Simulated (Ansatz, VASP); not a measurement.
## One calculation of InSb3, two programs

The input INCAR:

```
SYSTEM = InSb3
PREC = Accurate
ENCUT = 520
EDIFF = 1E-6
ISMEAR = 0
SIGMA = 0.1
LREAL = .False.
LASPH = .True.
NELM = 80
ALGO = Normal
ISIF = 2
LWAVE = .False.
LCHARG = .True.
GGA = B5
ALDAX = 1.0
AGGAX = 1.0
AGGAC = 1.0
ALDAC = 0.0
LELF = .True.
LVHAR = .True.
NBANDS = 22
```

KPOINTS

```
Automatic mesh
0
Gamma
  6 6 6
  0 0 0
```

File POSCAR:

```
InSb3
1.0
    4.8063670000      0.0000000000      0.0000000000
    0.0000000000      4.8063670000      0.0000000000
    0.0000000000      0.0000000000      4.8063670000
In Sb
1 3
Direct
    0.0000000000      0.0000000000      0.0000000000
    0.5000000000      0.0000000000      0.5000000000
    0.0000000000      0.5000000000      0.5000000000
    0.5000000000      0.5000000000      0.0000000000
```

Input for Ansatz:

```yaml
crystal:
  lattice:
    - [4.806367, 0.0, 0.0]
    - [0.0, 4.806367, 0.0]
    - [0.0, 0.0, 4.806367]
  atoms:
    - { symbol: In, position: [0.0, 0.0, 0.0] }
    - { symbol: Sb, position: [0.5, 0.0, 0.5] }
    - { symbol: Sb, position: [0.0, 0.5, 0.5] }
    - { symbol: Sb, position: [0.5, 0.5, 0.0] }
basis:
  ecutwfc: 420
kpoints:
  mp_grid: { grid: [6, 6, 6] }
hamiltonian:
  xc: blyp
scf:
  occupations: { method: gaussian, width: 0.1 }
output:
  forces: true
  stress: true
  eigenvalues: true
```

Alike in both runs: task single point; functional BLYP; k mesh 6 × 6 × 6; occupations gaussian, width 0.1 eV; no spin polarisation.

|  | VASP | Ansatz |
| --- | --- | --- |
| version | VASP 6.6.1 | Ansatz 0.2.0 |
| potentials or method | VASP PAW PBE potentials, release 64 (In_d, Sb), cutoff 520 eV | scalar-relativistic, plane waves, PAW |
| valence electrons in the cell | 28 | 58 |

Ansatz gave:

```
gap on the k mesh at the Fermi level (eV) : none
pressure (GPa)                            : 5.2
```

Question: What did VASP give for the same quantities?

Answer: gap on the k mesh at the Fermi level (eV): none; pressure (GPa): 5.3.

VASP's potentials were made for PBE, not for BLYP. A gap of «none» marks a metal or a gap that the smearing closes. VASP's potentials hold 28 valence electrons a cell and Ansatz's 58, so a difference there can come from the potentials and not from the codes.

Spin-orbit coupling is off throughout.
